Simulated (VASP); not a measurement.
# I: single point with BLYP

Crystal: I.

```
I
1.0
     6.48089   -2.49394    0.00000
     6.48089    2.49394    0.00000
     0.00000    0.00000   10.00894
I
4
Direct
  0.85263 0.14737 0.12117
  0.64737 0.35263 0.62117
  0.14737 0.85263 0.87883
  0.35263 0.64737 0.37883
```

```
Program             : VASP 6.6.1
Task                : single point
Functional          : BLYP
Potentials or basis : VASP PAW PBE potentials, release 64 (I)
Cutoff              : 520 eV
k mesh              : 5 × 5 × 2
Occupations         : fermi-dirac, width 0.05 eV
Spin                : no spin polarisation
```

The pressure is 0.0 GPa. The largest force is 0.008 eV/Å. The band gap on the k mesh is 1.06 eV.

Forces in eV/Å, atoms in the order of the input:
```
I    0.000  0.007  0.004
I    0.000 -0.007  0.004
I    0.000 -0.007 -0.004
I    0.000  0.007 -0.004
```

Levels at points of the mesh, in eV from the valence-band top:
```csv
k point,band 12,band 13,band 14,band 15,band 16,band 17
"(0.00, 0.00, 0.00)",-0.79,-0.34,0.00,1.06,1.65,4.66
"(0.00, 0.00, 0.50)",-0.81,-0.32,-0.32,1.25,1.25,5.09
```

It took 5.9 min on 1 thread of Oxide Virtual Turin-like Processor (shared host), peak memory 0.5 GiB.

Caveat: this functional lacks dispersion, which holds the molecules together, so the pressure and a relaxed volume are unreliable; the PAW data sets were made with another functional, which shifts forces and pressure a little; spin-orbit coupling is left out, which moves the levels of the heavy elements. A k mesh can miss the band edges.
